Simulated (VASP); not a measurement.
# SiSbTe3 (Pm-3m) in VASP: further runs

Runs on SiSbTe3. Level: PBE. Tasks: single point, relaxation of cell and atoms.

Everything below comes from runs of VASP 6.6.1. Logs are shortened: lines on timing, memory, paths and dates and some standing lists are left out, and cuts for length are marked.

### Step 1. The cell of the first run

The structure is cubic, space group Pm-3m (No. 221). The conventional cell has a = 5.702 Å, b = 5.702 Å, c = 5.702 Å, α = 90.00°, β = 90.00°, γ = 90.00°. Si (site symmetry m-3m) has 12 Te at 4.03 Å and 8 Sb at 4.94 Å within 5.3 Å. Sb (site symmetry m-3m) has 6 Te at 2.85 Å within 3.8 Å. Te (site symmetry 4/mmm) has 2 Sb at 2.85 Å within 3.8 Å.

### Step 2. Single point, PBE

File INCAR:

```
  ALGO = Normal
  EDIFF = 1E-6
  ENCUT = 520
  GGA = PE
  ISIF = 2
  ISMEAR = 0
  LASPH = True
  LCHARG = True
  LELF = True
  LREAL = False
  LVHAR = True
  LWAVE = False
  NBANDS = 22
  NELM = 100
  PREC = Accurate
  SIGMA = 0.1
```

File KPOINTS:

```
k-points
0
Gamma
  8 8 8
```

File POSCAR:

```
SiSbTe3
1.0
    5.7022877631      0.0000000000      0.0000000000
    0.0000000000      5.7022877631      0.0000000000
    0.0000000000      0.0000000000      5.7022877631
Si Sb Te
1 1 3
Direct
    0.5000000000      0.5000000000      0.5000000000
    0.0000000000      0.0000000000      0.0000000000
    0.5000000000      0.0000000000      0.0000000000
    0.0000000000      0.5000000000      0.0000000000
    0.0000000000      0.0000000000      0.5000000000
```

Potentials or basis: VASP PAW PBE potentials, release 64 (Si, Sb, Te).

Started as:

```sh
$ cat potpaw_PBE.64/Si/POTCAR potpaw_PBE.64/Sb/POTCAR potpaw_PBE.64/Te/POTCAR > POTCAR
$ mpirun -np 1 vasp_std > vasp.out
```

OUTCAR:

```text
EDIFF = 1E-6
   ENCUT = 520
   GGA = PE
   ISIF = 2
   ISMEAR = 0
   LASPH = True
   LREAL = False
   NELM = 100
   PREC = Accurate

 ion  position               nearest neighbor table
   1  0.500  0.500  0.500-
   2  0.000  0.000  0.000-   3 2.85   4 2.85   5 2.85   5 2.85   4 2.85   3 2.85
   3  0.500  0.000  0.000-   2 2.85   2 2.85
   4  0.000  0.500  0.000-   2 2.85   2 2.85
   5  0.000  0.000  0.500-   2 2.85   2 2.85

  LATTYP: Found a simple cubic cell.
 ALAT       =     5.7022877631

  Lattice vectors:

 A1 = (   5.7022877631,   0.0000000000,   0.0000000000)
 A2 = (   0.0000000000,   5.7022877631,   0.0000000000)
 A3 = (   0.0000000000,   0.0000000000,   5.7022877631)

Analysis of symmetry for initial positions (statically):
=====================================================================
 Subroutine PRICEL returns:
 Original cell was already a primitive cell.

 Routine SETGRP: Setting up the symmetry group for a
 simple cubic supercell.

 Subroutine GETGRP returns: Found 48 space group operations
 (whereof 48 operations were pure point group operations)
 out of a pool of 48 trial point group operations.

The static configuration has the point symmetry O_h .

Analysis of symmetry for dynamics (positions and initial velocities):
=====================================================================
 Subroutine PRICEL returns:
 Original cell was already a primitive cell.

 Routine SETGRP: Setting up the symmetry group for a
 simple cubic supercell.

 Subroutine GETGRP returns: Found 48 space group operations
 (whereof 48 operations were pure point group operations)
 out of a pool of 48 trial point group operations.

The dynamic configuration has the point symmetry O_h .

 Subroutine INISYM returns: Found 48 space group operations
 (whereof 48 operations are pure point group operations),
 and found     1 'primitive' translations

----------------------------------------------------------------------------------------

                                     Primitive cell

  volume of cell :     185.4161

  direct lattice vectors                    reciprocal lattice vectors
     5.702287763  0.000000000  0.000000000     0.175368210  0.000000000  0.000000000
     0.000000000  5.702287763  0.000000000     0.000000000  0.175368210  0.000000000
     0.000000000  0.000000000  5.702287763     0.000000000  0.000000000  0.175368210

  length of vectors
     5.702287763  5.702287763  5.702287763     0.175368210  0.175368210  0.175368210

  position of ions in fractional coordinates (direct lattice)
     0.500000000  0.500000000  0.500000000
     0.000000000  0.000000000  0.000000000
     0.500000000  0.000000000  0.000000000
     0.000000000  0.500000000  0.000000000
     0.000000000  0.000000000  0.500000000

  ion indices of the primitive-cell ions
   primitive index   ion index
                 1           1
                 2           2
                 3           3
                 4           4
                 5           5

----------------------------------------------------------------------------------------

 KPOINTS: k-points

Automatic generation of k-mesh.
 Grid dimensions read from file:
 generate k-points for:    8    8    8

 Generating k-lattice:

  Cartesian coordinates                     Fractional coordinates (reciprocal lattice)
     0.021921026  0.000000000  0.000000000     0.125000000  0.000000000  0.000000000
     0.000000000  0.021921026  0.000000000     0.000000000  0.125000000  0.000000000
     0.000000000  0.000000000  0.021921026     0.000000000  0.000000000  0.125000000

  Length of vectors
     0.021921026  0.021921026  0.021921026

  Shift w.r.t. Gamma in fractional coordinates (k-lattice)
     0.000000000  0.000000000  0.000000000

 Subroutine IBZKPT returns following result:
 ===========================================

 Found     35 irreducible k-points:

 Following reciprocal coordinates:
            Coordinates               Weight
  0.000000  0.000000  0.000000      1.000000
  0.125000  0.000000  0.000000      6.000000
  0.250000  0.000000  0.000000      6.000000
  0.375000  0.000000  0.000000      6.000000
  0.500000  0.000000  0.000000      3.000000
  0.125000  0.125000  0.000000     12.000000
[... 16 lines left out ...]
  0.375000  0.375000  0.125000     24.000000
  0.500000  0.375000  0.125000     24.000000
 [... further k-points ...]
   k-points           NKPTS =     35   k-points in BZ     NKDIM =     35   number of bands    NBANDS=     22
   number of dos      NEDOS =    301   number of ions     NIONS =      5
   total plane-waves  NPLWV =  74088
   dimension x,y,z NGX =    42 NGY =   42 NGZ =   42
   dimension x,y,z NGXF=    84 NGYF=   84 NGZF=   84
   ions per type =               1   1   3
   NGX,Y,Z   is equivalent  to a cutoff of  12.24, 12.24, 12.24 a.u.
   NGXF,Y,Z  is equivalent  to a cutoff of  24.49, 24.49, 24.49 a.u.
 SYSTEM =  unknown system
   PREC   = accura    normal or accurate (medium, high low for compatibility)
   ISTART =      0    job   : 0-new  1-cont  2-samecut
   ICHARG =      2    charge: 1-file 2-atom 10-const
   ISPIN  =      1    spin polarized calculation?
   LNONCOLLINEAR =      F non collinear calculations
   LSORBIT =      F    spin-orbit coupling
   LASPH  =      T    aspherical Exc in radial PAW
   ENCUT  =  520.0 eV  38.22 Ry    6.18 a.u.  10.60 10.60 10.60*2*pi/ulx,y,z
   NELM   =    100;   NELMIN=  2; NELMDL= -5     # of ELM steps
   EDIFF  = 0.1E-05   stopping-criterion for ELM
   LREAL  =      F    real-space projection
   EDIFFG = 0.1E-04   stopping-criterion for IOM
   NSW    =      0    number of steps for IOM
   IBRION =     -1    ionic relax: 0-MD 1-quasi-New 2-CG
   NFREE  =      0    steps in history (QN), initial steepest desc. (CG)
   ISIF   =      2    stress and relaxation
   ISYM   =      2    0-nonsym 1-usesym 2-fastsym
   POTIM  = 0.5000    time-step for ionic-motion
   TEBEG  =    0.0;   TEEND  =   0.0 temperature during run
   PSTRESS=    0.0 pullay stress
   NELECT =      27.0000    total number of electrons
   NUPDOWN=      -1.0000    fix difference up-down
   EMIN   =  10.00;   EMAX   =-10.00  energy-range for DOS
   EFERMI =   0.00;   METHOD = LEGACY
   ISMEAR =     0;   SIGMA  =   0.10  broadening in eV -4-tet -1-fermi 0-gaus
   EFERMI_NEDOS =   21; number of points for ismear=-14 and -15
   IALGO  =     38    algorithm
   IMIX   =      4    mixing-type and parameters
     AMIX     =   0.40;   BMIX     =  1.00
     AMIX_MAG =   1.60;   BMIX_MAG =  1.00
  volume/ion in A,a.u.               =      37.08       250.25
  Fermi-wavevector in a.u.,A,eV,Ry     =   0.861285  1.627593 10.092966  0.741812
  Thomas-Fermi vector in A             =   1.978916
   LORBIT       =      0    0 simple, 1 ext, 2 COOP (PROOUT), +10 PAW based schemes
   GGA     = PE    functional components
   LHFCALC =     F    Hartree Fock is set to
   AEXX    =    0.0000 exact exchange contribution
   IVDW    =     0    specifies the selected vdW correction
   LEPSILON=     F    determine dielectric tensor
   LRPA    =     F    only Hartree local field effects (RPA)
 non-spin polarized calculation
 Gauss-broadening in eV      SIGMA  =   0.10
  energy-cutoff  :      520.00
  volume of cell :      185.42
 maximum number of plane-waves:      5030
   NGX = 21   NGY = 21   NGZ = 21

 number of electron      27.0000001 magnetization

 Free energy of the ion-electron system (eV)
  ---------------------------------------------------
  ext. energy  EPLUGINS =         0.00000000
  ---------------------------------------------------
  free energy    TOTEN  =       -14.48561817 eV

  energy without entropy =      -14.46579426  energy(sigma->0) =      -14.47570621

 E-fermi :   3.8840     XC(G=0):  -8.4359

 val. band max:        3.8819011583   @ k =   0.3750   0.2500   0.2500
 cond. band min:       3.9170718262   @ k =   0.5000   0.3750   0.1250
 fundamental gap:      0.0351706679
 Fermi energy:         3.8840150437

 k-point     1 :       0.0000    0.0000    0.0000
  band No.  band energies     occupation
      1      -8.8501      2.00000
      2      -6.1163      2.00000
      3      -6.1163      2.00000
      4      -3.2831      2.00000
      5      -2.1768      2.00000
      6      -1.3191      2.00000
[... 14 lines left out ...]
     21       8.3333      0.00000
     22       8.3333      0.00000

 k-point     2 :       0.1250    0.0000    0.0000
  band No.  band energies     occupation
      1      -8.8048      2.00000
      2      -6.2151      2.00000
      3      -6.1140      2.00000
      4      -3.3895      2.00000
      5      -2.4209      2.00000
      6      -1.2927      2.00000
[... 14 lines left out ...]
     21       8.5003      0.00000
     22       8.5665      0.00000

 k-point     3 :       0.2500    0.0000    0.0000
  band No.  band energies     occupation
      1      -8.6808      2.00000
      2      -6.4740      2.00000
      3      -6.1086      2.00000
      4      -3.5465      2.00000
      5      -2.6991      2.00000
      6      -1.2254      2.00000
[... 14 lines left out ...]
     21       8.9804      0.00000
     22       8.9987      0.00000
[... 476 lines left out ...]
 k-point    23 :       0.3750    0.3750    0.1250
  band No.  band energies     occupation
      1      -8.0804      2.00000
      2      -6.7631      2.00000
      3      -6.6459      2.00000
      4      -4.7213      2.00000
      5      -3.0515      2.00000
      6      -0.5417      2.00000
[... 14 lines left out ...]
     21       9.7715      0.00000
     22      10.1324      0.00000

 k-point    24 :       0.5000    0.3750    0.1250
  band No.  band energies     occupation
      1      -7.9707      2.00000
      2      -6.8574      2.00000
      3      -6.6909      2.00000
      4      -4.7974      2.00000
      5      -3.0667      2.00000
      6      -0.5082      2.00000
[... 14 lines left out ...]
     21      10.2591      0.00000
     22      10.4261      0.00000

 [... further k-points ...]

------------------------ aborting loop because EDIFF is reached ----------------------------------------

  FORCE on cell =-STRESS in cart. coord.  units (eV):
  Direction    XX          YY          ZZ          XY          YZ          ZX
  --------------------------------------------------------------------------------------
  -------------------------------------------------------------------------------------
  Total        0.0070475      0.0070475      0.0070475     -0.0000000     -0.0000000     -0.0000000
  in kB        0.0608978      0.0608978      0.0608978     -0.0000000     -0.0000000     -0.0000000
  external PRESSURE =       0.0608978 kB  Pullay stress =       0.0000000 kB

 VOLUME and BASIS-vectors are now :
 -----------------------------------------------------------------------------
  energy-cutoff  :      520.00
  volume of cell :      185.42
      direct lattice vectors                 reciprocal lattice vectors
     5.702287763  0.000000000  0.000000000     0.175368210  0.000000000  0.000000000
     0.000000000  5.702287763  0.000000000     0.000000000  0.175368210  0.000000000
     0.000000000  0.000000000  5.702287763     0.000000000  0.000000000  0.175368210

 POSITION                                       TOTAL-FORCE (eV/Angst)
 -----------------------------------------------------------------------------------
      2.85114      2.85114      2.85114         0.000000      0.000000      0.000000
      0.00000      0.00000      0.00000         0.000000      0.000000      0.000000
      2.85114      0.00000      0.00000         0.000000      0.000000      0.000000
      0.00000      2.85114      0.00000         0.000000      0.000000      0.000000
      0.00000      0.00000      2.85114         0.000000      0.000000      0.000000
 -----------------------------------------------------------------------------------
    total drift:                               -0.000000      0.000000     -0.000000

  FREE ENERGIE OF THE ION-ELECTRON SYSTEM (eV)
  ---------------------------------------------------
  free  energy   TOTEN  =       -14.4856181717 eV

  energy  without entropy=      -14.4657942576  energy(sigma->0) =      -14.47570621
```

Wall time 64 s (1 thread of Intel Xeon 6975P-C (Granite Rapids), shared host); peak memory 0.33 GiB.

Results:

```yaml
Free_energy: -14.4856 eV
Pressure: 0.0 GPa
```

Levels at points of the mesh, in eV from the Fermi level:
| k point | band 12 | band 13 | band 14 | band 15 | band 16 | band 17 |
| --- | --- | --- | --- | --- | --- | --- |
| (0.00, 0.00, 0.00) | -0.66 | -0.66 | -0.66 | 1.38 | 1.38 | 1.38 |
| (0.50, 0.00, 0.00) | -0.63 | -0.63 | -0.47 | 0.48 | 0.79 | 0.79 |
| (0.50, 0.50, 0.00) | -0.98 | -0.06 | 0.09 | 0.09 | 0.52 | 0.84 |
| (0.50, 0.50, 0.50) | 0.23 | 0.23 | 0.56 | 0.56 | 0.56 | 1.25 |

Caveat: spin-orbit coupling is left out, which moves the levels of the heavy elements.

### Step 3. Relaxation of cell and atoms, PBE

This run uses another cell than the first one, of 37.54 Å³/atom, 1.012 times its volume.

File INCAR:

```
PREC = Accurate
ENCUT = 600
EDIFF = 1E-6
ISMEAR = 0
SIGMA = 0.1
LREAL = False
LASPH = True
NELM = 100
ALGO = Normal
ISIF = 3
LWAVE = False
LCHARG = False
GGA = PE
IBRION = 2
NSW = 100
EDIFFG = -0.01
```

File KPOINTS:

```
Automatic mesh
0
Gamma
  8 8 8
```

POSCAR: that of step 2 with these lines changed.

```diff
@@ -2,5 +2,5 @@
 1.0
-    5.7022877631      0.0000000000      0.0000000000
-    0.0000000000      5.7022877631      0.0000000000
-    0.0000000000      0.0000000000      5.7022877631
+    5.7255863031      0.0000000000      0.0000000000
+    0.0000000000      5.7255863031      0.0000000000
+    0.0000000000      0.0000000000      5.7255863031
 Si Sb Te
```

Potentials or basis: VASP PAW PBE potentials, release 64 (Si, Sb, Te).

Started as:

```sh
$ cat potpaw_PBE.64/Si/POTCAR potpaw_PBE.64/Sb/POTCAR potpaw_PBE.64/Te/POTCAR > POTCAR
$ mpirun -np 1 vasp_std > vasp.out
```

It took 1.8 min on 1 thread of Intel Xeon 6975P-C (Granite Rapids), shared host; peak memory 0.44 GiB.

It converged, with:

```yaml
Free_energy: -14.4857 eV
Relaxed_volume: 37.06 Å³/atom
Relaxed_cell: a = 5.701 Å, b = 5.701 Å, c = 5.701 Å, α = 90.00°, β = 90.00°, γ = 90.00°
Space_group_after_relaxing_to_0.05_Å: Pm-3m (No. 221)
Energy_gained_by_relaxing: 0.6 meV/atom
Ionic_steps: 2
Pressure_after_relaxing: 0.0 GPa
```

The path:
| step | energy change (eV) | largest force (eV/Å) | pressure (GPa) | volume (Å³) |
| --- | --- | --- | --- | --- |
| 1 | 0.0000 | 0.0000 | -0.38 | 187.70 |
| 2 | -0.0028 | 0.0000 | 0.03 | 185.28 |

Final structure:
```cif
data_structure
_symmetry_space_group_name_H-M 'P 1'
_symmetry_Int_Tables_number 1
_cell_length_a 5.7009
_cell_length_b 5.7009
_cell_length_c 5.7009
_cell_angle_alpha 90.000
_cell_angle_beta 90.000
_cell_angle_gamma 90.000
_cell_volume 185.28
loop_
_atom_site_label
_atom_site_type_symbol
_atom_site_fract_x
_atom_site_fract_y
_atom_site_fract_z
_atom_site_occupancy
Si1 Si 0.50000 0.50000 0.50000 1
Sb1 Sb 0.00000 0.00000 0.00000 1
Te1 Te 0.50000 0.00000 0.00000 1
Te2 Te 0.00000 0.50000 0.00000 1
Te3 Te 0.00000 0.00000 0.50000 1
```

Levels at points of the mesh, in eV from the Fermi level:
| k point | band 10 | band 11 | band 12 | band 13 | band 14 | band 15 | band 16 | band 17 |
| --- | --- | --- | --- | --- | --- | --- | --- | --- |
| (0.00, 0.00, 0.00) | -1.22 | -1.22 | -0.66 | -0.66 | -0.66 | 1.38 | 1.38 | 1.38 |
| (0.50, 0.00, 0.00) | -1.73 | -1.07 | -0.63 | -0.63 | -0.47 | 0.48 | 0.80 | 0.80 |
| (0.50, 0.50, 0.00) | -1.37 | -1.37 | -0.98 | -0.06 | 0.09 | 0.09 | 0.53 | 0.84 |
| (0.50, 0.50, 0.50) | -0.96 | 0.23 | 0.23 | 0.23 | 0.57 | 0.57 | 0.57 | 1.25 |

Caveat: spin-orbit coupling is left out, which moves the levels of the heavy elements.

### Step 4. Single point, PBE

This run uses another cell than the first one, of 28.14 Å³/atom, 0.759 times its volume.

File INCAR:

```
SYSTEM = SiSbTe3
  PREC = Accurate
  ENCUT = 520
  EDIFF = 1E-6
  ISMEAR = 0
  SIGMA = 0.1
  LREAL = .FALSE.
  LASPH = .TRUE.
  NELM = 100
  ALGO = Normal
  ISIF = 2
  LWAVE = .FALSE.
  LCHARG = .FALSE.
  GGA = PE
  NBANDS = 22
```

File KPOINTS:

```
regular mesh
0
G
  4 4 4
  0 0 0
```

POSCAR: that of step 3 with these lines changed.

```diff
@@ -2,5 +2,5 @@
 1.0
-    5.7255863031      0.0000000000      0.0000000000
-    0.0000000000      5.7255863031      0.0000000000
-    0.0000000000      0.0000000000      5.7255863031
+    5.2010171100      0.0000000000      0.0000000000
+    0.0000000000      5.2010171100      0.0000000000
+    0.0000000000      0.0000000000      5.2010171100
 Si Sb Te
```

Started as:

```sh
$ cat potpaw_PBE.64/Si/POTCAR potpaw_PBE.64/Sb/POTCAR potpaw_PBE.64/Te/POTCAR > POTCAR
$ mpirun -np 1 vasp_std > vasp.out
```

It took 14 s on 1 thread of Intel Xeon 6975P-C (Granite Rapids), shared host; peak memory 0.25 GiB.

Results (log left out):

```
Free energy : -12.2507 eV
Pressure    : 17.7 GPa
```

Levels at points of the mesh, in eV from the Fermi level:
| k point | band 12 | band 13 | band 14 | band 15 | band 16 | band 17 |
| --- | --- | --- | --- | --- | --- | --- |
| (0.00, 0.00, 0.00) | -1.01 | -1.01 | -1.01 | 2.14 | 2.14 | 2.14 |
| (0.50, 0.00, 0.00) | -0.96 | -0.96 | -0.57 | 1.13 | 1.13 | 1.26 |
| (0.50, 0.50, 0.00) | -1.18 | -0.29 | 0.06 | 0.06 | 0.88 | 1.73 |
| (0.50, 0.50, 0.50) | 0.55 | 0.55 | 0.97 | 0.97 | 0.97 | 1.88 |

Caveat: spin-orbit coupling is left out, which moves the levels of the heavy elements.

### Step 5. Single point, PBE

This run uses another cell than the first one, of 37.54 Å³/atom, 1.012 times its volume.

File INCAR:

```
PREC = Accurate ; ENCUT = 520
EDIFF = 1E-6 ; ISMEAR = 0
SIGMA = 0.1 ; LREAL = False
LASPH = True ; NELM = 100
ALGO = Normal ; ISIF = 2
LWAVE = False ; LCHARG = False
GGA = PE ; NBANDS = 22
```

File KPOINTS:

```
Automatic mesh
0
Gamma
  4 4 4
```

POSCAR: that of step 4 with these lines changed.

```diff
@@ -2,5 +2,5 @@
 1.0
-    5.2010171100      0.0000000000      0.0000000000
-    0.0000000000      5.2010171100      0.0000000000
-    0.0000000000      0.0000000000      5.2010171100
+    5.7255863031      0.0000000000      0.0000000000
+    0.0000000000      5.7255863031      0.0000000000
+    0.0000000000      0.0000000000      5.7255863031
 Si Sb Te
```

Started as:

```sh
$ cat potpaw_PBE.64/Si/POTCAR potpaw_PBE.64/Sb/POTCAR potpaw_PBE.64/Te/POTCAR > POTCAR
$ mpirun -np 1 vasp_std > vasp.out
```

It took 36 s on 1 thread of AMD EPYC 9R14 (Zen 4), shared host; peak memory 0.3 GiB.

The run converged. Its results:

| Property | Result |
| --- | --- |
| Free energy | -14.2048 eV |
| Pressure | -0.1 GPa |

Levels at points of the mesh, in eV from the Fermi level:
```tsv
k point	band 11	band 12	band 13	band 14	band 15	band 16	band 17	band 18
(0.00, 0.00, 0.00)	-1.16	-0.58	-0.58	-0.58	1.39	1.39	1.39	4.11
(0.50, 0.00, 0.00)	-0.98	-0.55	-0.55	-0.44	0.48	0.81	0.81	1.28
(0.50, 0.50, 0.00)	-1.28	-0.92	-0.03	0.09	0.09	0.58	0.83	1.71
(0.50, 0.50, 0.50)	0.21	0.21	0.21	0.62	0.62	0.62	1.25	1.25
```

Caveat: spin-orbit coupling is left out, which moves the levels of the heavy elements.

(Part 1 of 2 ends here.)
